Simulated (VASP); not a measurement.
# RbIn (CsCl type) (Pm-3m) in VASP: further runs, part 2 of 2

VASP 6.6.1. The steps go on from the part before.

### Step 3. Density of states, PBE

POSCAR

```
RbIn
1.0
    4.4528829808      0.0000000000      0.0000000000
    0.0000000000      4.4528829808      0.0000000000
    0.0000000000      0.0000000000      4.4528829808
Rb In
1 1
Direct
    0.0000000000      0.0000000000      0.0000000000
    0.5000000000      0.5000000000      0.5000000000
```

INCAR.step1

```
SYSTEM = RbIn
PREC = Accurate
ENCUT = 520
EDIFF = 1E-6
ISMEAR = -1
SIGMA = 0.05
LREAL = .False.
LASPH = .True.
NELM = 100
ALGO = Normal
ISIF = 2
LWAVE = .False.
LCHARG = .True.
GGA = PE
NBANDS = 18
```

KPOINTS.step1

```
Automatic mesh
0
Gamma
  9 9 9
  0 0 0
```

INCAR.step2

```
SYSTEM = RbIn
PREC = Accurate
ENCUT = 520
EDIFF = 1E-6
ISMEAR = -5
SIGMA = 0.05
LREAL = .False.
LASPH = .True.
NELM = 100
ALGO = Normal
ISIF = 2
LWAVE = .False.
LCHARG = .False.
GGA = PE
LORBIT = 11
NEDOS = 1001
ICHARG = 11
```

KPOINTS.step2

```
Automatic mesh
0
Gamma
  14 14 14
  0 0 0
```

Potentials or basis: VASP PAW PBE potentials, release 64 (Rb_sv, In_d).

On the command line:

```sh
> cat potpaw_PBE.64/Rb_sv/POTCAR potpaw_PBE.64/In_d/POTCAR > POTCAR
> cp INCAR.step1 INCAR
> cp KPOINTS.step1 KPOINTS
> mpirun -np 1 vasp_std > vasp.out
> cp INCAR.step2 INCAR
> cp KPOINTS.step2 KPOINTS
> mpirun -np 1 vasp_std > vasp.out
```

OUTCAR:

```text
SYSTEM = RbIn
   PREC = Accurate
   ENCUT = 520
   EDIFF = 1E-6
   ISMEAR = -5
   LREAL = .False.
   LASPH = .True.
   NELM = 100
   ISIF = 2
   GGA = PE
   LORBIT = 11
   ICHARG = 11

 ion  position               nearest neighbor table
   1  0.000  0.000  0.000-   2 3.86   2 3.86   2 3.86   2 3.86   2 3.86   2 3.86   2 3.86   2 3.86

   2  0.500  0.500  0.500-   1 3.86   1 3.86   1 3.86   1 3.86   1 3.86   1 3.86   1 3.86   1 3.86

  LATTYP: Found a simple cubic cell.
 ALAT       =     4.4528829808

  Lattice vectors:

 A1 = (   4.4528829808,   0.0000000000,   0.0000000000)
 A2 = (   0.0000000000,   4.4528829808,   0.0000000000)
 A3 = (   0.0000000000,   0.0000000000,   4.4528829808)

Analysis of symmetry for initial positions (statically):
=====================================================================
 Subroutine PRICEL returns:
 Original cell was already a primitive cell.

 Routine SETGRP: Setting up the symmetry group for a
 simple cubic supercell.

 Subroutine GETGRP returns: Found 48 space group operations
 (whereof 48 operations were pure point group operations)
 out of a pool of 48 trial point group operations.

The static configuration has the point symmetry O_h .

Analysis of symmetry for dynamics (positions and initial velocities):
=====================================================================
 Subroutine PRICEL returns:
 Original cell was already a primitive cell.

 Routine SETGRP: Setting up the symmetry group for a
 simple cubic supercell.

 Subroutine GETGRP returns: Found 48 space group operations
 (whereof 48 operations were pure point group operations)
 out of a pool of 48 trial point group operations.

The dynamic configuration has the point symmetry O_h .

 Subroutine INISYM returns: Found 48 space group operations
 (whereof 48 operations are pure point group operations),
 and found     1 'primitive' translations

----------------------------------------------------------------------------------------

                                     Primitive cell

[... 124 lines left out ...]
 Fermi weights with tetrahedron method with Bloechl corrections
  energy-cutoff  :      520.00
  volume of cell :       88.29
 maximum number of plane-waves:      2408
 NGX is ok and might be reduce to    36

 number of electron      22.0000003 magnetization

 Free energy of the ion-electron system (eV)
  ---------------------------------------------------
  ext. energy  EPLUGINS =         0.00000000
  ---------------------------------------------------
  free energy    TOTEN  =        -3.20631688 eV

  energy without entropy =       -3.20631688  energy(sigma->0) =       -3.20631688

 E-fermi :   2.1933     XC(G=0):  -7.7270

 val. band max:        2.1788118699   @ k =   0.3571   0.3571   0.2857
 cond. band min:       2.1842934512   @ k =   0.3571   0.3571   0.2857
 fundamental gap:      0.0054815813
 Fermi energy:         2.1932633247

 k-point     1 :       0.0000    0.0000    0.0000
  band No.  band energies     occupation
      1     -25.4087      2.00000
      2     -12.4209      2.00000
      3     -12.4209      2.00000
      4     -12.4097      2.00000
      5     -12.4097      2.00000
      6     -12.4097      2.00000
      7      -9.4737      2.00000
      8      -9.4737      2.00000
      9      -9.4737      2.00000
     10      -3.5983      2.00000
     11       4.6394      0.00000
     12       4.6394      0.00000
     13       4.6394      0.00000
     14       4.9114      0.00000
[... 401 lines left out ...]
      2     -12.4200      2.00000
      3     -12.4168      2.00000
      4     -12.4143      2.00000
      5     -12.4120      2.00000
      6     -12.3989      2.00000
      7      -9.6385      2.00000
      8      -9.5310      2.00000
      9      -9.4443      2.00000
     10      -2.6513      2.00000
     11       1.4938      2.00000
     12       3.0740      0.00000
     13       4.6873      0.00000
     14       5.8549      0.00000
     15       7.2235      0.00000

 [... further k-points ...]
[... 5 lines left out ...]
  --------------------------------------------------------------------------------------
  -------------------------------------------------------------------------------------
  Total        0.0323952      0.0323952      0.0323952      0.0000000      0.0000000     -0.0000000
  in kB        0.5878513      0.5878513      0.5878513      0.0000000      0.0000000     -0.0000000
  external PRESSURE =       0.5878513 kB  Pullay stress =       0.0000000 kB

 VOLUME and BASIS-vectors are now :
 -----------------------------------------------------------------------------
  energy-cutoff  :      520.00
  volume of cell :       88.29
      direct lattice vectors                 reciprocal lattice vectors
     4.452882981  0.000000000  0.000000000     0.224573609  0.000000000  0.000000000
     0.000000000  4.452882981  0.000000000     0.000000000  0.224573609  0.000000000
     0.000000000  0.000000000  4.452882981     0.000000000  0.000000000  0.224573609

 POSITION                                       TOTAL-FORCE (eV/Angst)
 -----------------------------------------------------------------------------------
      0.00000      0.00000      0.00000         0.000000      0.000000      0.000000
      2.22644      2.22644      2.22644         0.000000      0.000000      0.000000
 -----------------------------------------------------------------------------------
    total drift:                                0.000000      0.000000      0.000000

  FREE ENERGIE OF THE ION-ELECTRON SYSTEM (eV)
  ---------------------------------------------------
  free  energy   TOTEN  =        -3.2063168770 eV

  energy  without entropy=       -3.2063168770  energy(sigma->0) =       -3.20631688

 total charge

# of ion       s       p       d       tot
------------------------------------------
    1        1.960   5.323   0.031   7.314
    2        1.048   0.406   9.820  11.275
--------------------------------------------------
tot          3.008   5.730   9.851  18.589
```

OUTCAR.step1:

```text
SYSTEM = RbIn
   PREC = Accurate
   ENCUT = 520
   EDIFF = 1E-6
   ISMEAR = -1
   LREAL = .False.
[... 727 lines left out ...]
      0.00000      0.00000      0.00000         0.000000      0.000000      0.000000
      2.22644      2.22644      2.22644         0.000000      0.000000      0.000000
 -----------------------------------------------------------------------------------
    total drift:                                0.000000      0.000000      0.000000

  FREE ENERGIE OF THE ION-ELECTRON SYSTEM (eV)
  ---------------------------------------------------
  free  energy   TOTEN  =        -3.2161898238 eV

  energy  without entropy=       -3.2021298783  energy(sigma->0) =       -3.20915985
```

OSZICAR.step1:

```text
N       E                     dE             d eps       ncg     rms          rms(c)
DAV:   1     0.165163887981E+03    0.16516E+03   -0.10216E+04  1260   0.122E+03
DAV:   2     0.108140300556E+02   -0.15435E+03   -0.14873E+03  1324   0.291E+02
DAV:   3    -0.270134929853E+01   -0.13515E+02   -0.13440E+02  1520   0.907E+01
DAV:   4    -0.322088701020E+01   -0.51954E+00   -0.51866E+00  2098   0.177E+01
DAV:   5    -0.322927252580E+01   -0.83855E-02   -0.83833E-02  1636   0.171E+00    0.305E+00
DAV:   6    -0.321731614585E+01    0.11956E-01   -0.28139E-02  1778   0.190E+00    0.179E+00
DAV:   7    -0.321579006343E+01    0.15261E-02   -0.18617E-02  1674   0.132E+00    0.318E-01
DAV:   8    -0.321612572792E+01   -0.33566E-03   -0.22910E-03  1944   0.416E-01    0.617E-02
DAV:   9    -0.321617824688E+01   -0.52519E-04   -0.14961E-04  1506   0.882E-02    0.285E-02
DAV:  10    -0.321619030622E+01   -0.12059E-04   -0.42046E-05  1902   0.596E-02    0.143E-02
DAV:  11    -0.321618982382E+01    0.48240E-06   -0.32707E-06  1646   0.117E-02
   1 F= -.32161898E+01 E0= -.32091599E+01  d E =-.140599E-01
```

It took 2.8 min on 1 thread of AMD EPYC 7R13, shared host; peak memory 0.29 GiB.

What came out:

```
Valence electrons inside the program's atomic spheres : Rb 7.31; In 11.28
```

Levels at points of the mesh, in eV from the Fermi level:
```tsv
k point	band 8	band 9	band 10	band 11	band 12	band 13	band 14	band 15
(0.00, 0.00, 0.00)	-11.67	-11.67	-5.79	2.45	2.45	2.45	2.72	2.72
(0.50, 0.00, 0.00)	-11.64	-11.64	-4.75	-1.58	2.18	2.18	3.67	5.69
(0.50, 0.50, 0.00)	-11.84	-11.63	-4.47	-0.13	-0.13	2.15	3.43	5.08
(0.50, 0.50, 0.50)	-11.79	-11.79	-3.67	-0.39	-0.39	-0.39	4.52	4.52
```

Caveat: spin-orbit coupling is left out, which moves the levels of the heavy elements; tetrahedron occupations give inexact forces and stress in metals.
